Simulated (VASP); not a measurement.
Write the native input for VASP 6.6.1 that does the following.

* Task: single point
* Functional: LDA
* Potentials or basis: VASP PAW LDA potentials, release 64 (Zr_sv)
* Cutoff: 520 eV
* k mesh: 8 × 8 × 5
* Occupations: gaussian, width 0.1 eV
* Spin: no spin polarisation
* Dipole correction: no
* Further INCAR settings: ALGO = Normal; EDIFF = 1e-06; NBANDS = 19

The structure of Zr lies in POSCAR:

```
Zr
1.0
    3.1382619504      0.0000000000      0.0000000000
   -1.5691309752      2.7178145728      0.0000000000
    0.0000000000      0.0000000000      5.1142185747
Zr
2
Direct
    0.3333333333      0.6666666667      0.2500000000
    0.6666666667      0.3333333333      0.7500000000
```

The input as run:

INCAR

```
SYSTEM = Zr
PREC = Accurate ; ENCUT = 520
EDIFF = 1E-6 ; ISMEAR = 0
SIGMA = 0.1 ; LREAL = .FALSE.
LASPH = .TRUE. ; NELM = 80
ALGO = Normal ; ISIF = 2
LWAVE = .FALSE. ; LCHARG = .TRUE.
LELF = .TRUE. ; LVHAR = .TRUE.
NBANDS = 19
```

KPOINTS

```
Automatic mesh
0
G
  8 8 5
  0 0 0
```

Potentials or basis: VASP PAW LDA potentials, release 64 (Zr_sv).

Run with:

```sh
$ cat potpaw_LDA.64/Zr_sv/POTCAR > POTCAR
$ mpirun -np 1 vasp_std > vasp.out
```

Results of the run:

```
Pressure               : 0.1 GPa
Band gap on the k mesh : zero (band 12 reaches 10.42 eV, above the bottom of band 13 at 9.26 eV)
```

Wall time 42 s on 1 thread of AMD EPYC 7571, on a shared host, peak memory 0.11 GiB.
